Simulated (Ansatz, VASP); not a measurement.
Si2W: VASP beside Ansatz

Contents of INCAR:

```
ALGO = Normal
EDIFF = 1E-6
ENCUT = 500
GGA = PE
GGA_COMPAT = False
ISIF = 2
ISMEAR = 0
LASPH = True
LCHARG = True
LELF = True
LREAL = False
LVHAR = True
LWAVE = False
NBANDS = 18
NELM = 120
PREC = Accurate
SIGMA = 0.1
```

The input KPOINTS:

```
k-points
0
Gamma
  6 6 6
```

Contents of POSCAR:

```
Si2W
1.0
    0.0000000000      2.8045965900      2.8045965900
    2.8045965900      0.0000000000      2.8045965900
    2.8045965900      2.8045965900      0.0000000000
Si W
2 1
Direct
    0.2500000000      0.2500000000      0.2500000000
    0.7500000000      0.7500000000      0.7500000000
    0.0000000000      0.0000000000      0.0000000000
```

Input for Ansatz:

```yaml
crystal:
  lattice:
    - [0.0, 2.80459659, 2.80459659]
    - [2.80459659, 0.0, 2.80459659]
    - [2.80459659, 2.80459659, 0.0]
  atoms:
    - { symbol: Si, position: [0.25, 0.25, 0.25] }
    - { symbol: Si, position: [0.75, 0.75, 0.75] }
    - { symbol: W, position: [0.0, 0.0, 0.0] }
basis:
  ecutwfc: 420
kpoints:
  mp_grid: { grid: [6, 6, 6] }
hamiltonian:
  xc: pbe
scf:
  occupations: { method: gaussian, width: 0.1 }
  lower_state_search: "off"
output:
  forces: true
  stress: true
  eigenvalues: true
```

Alike in both runs: task single point; functional PBE; k mesh 6 × 6 × 6; occupations gaussian, width 0.1 eV; no spin polarisation.

```csv
,VASP,Ansatz
version,VASP 6.6.1,Ansatz 0.2.0
potentials or method,"VASP PAW PBE potentials, release 64 (Si, W_sv), cutoff 500 eV","scalar-relativistic, plane waves, PAW"
valence electrons in the cell,22,22
```

VASP gave:

- gap on the k mesh at the Fermi level (eV): none
- pressure (GPa): 28.0

Problem. Which values does Ansatz return?

Solution. gap on the k mesh at the Fermi level (eV): none; pressure (GPa): 27.8.

A gap of «none» marks a metal or a gap that the smearing closes.

Spin-orbit coupling is off throughout.
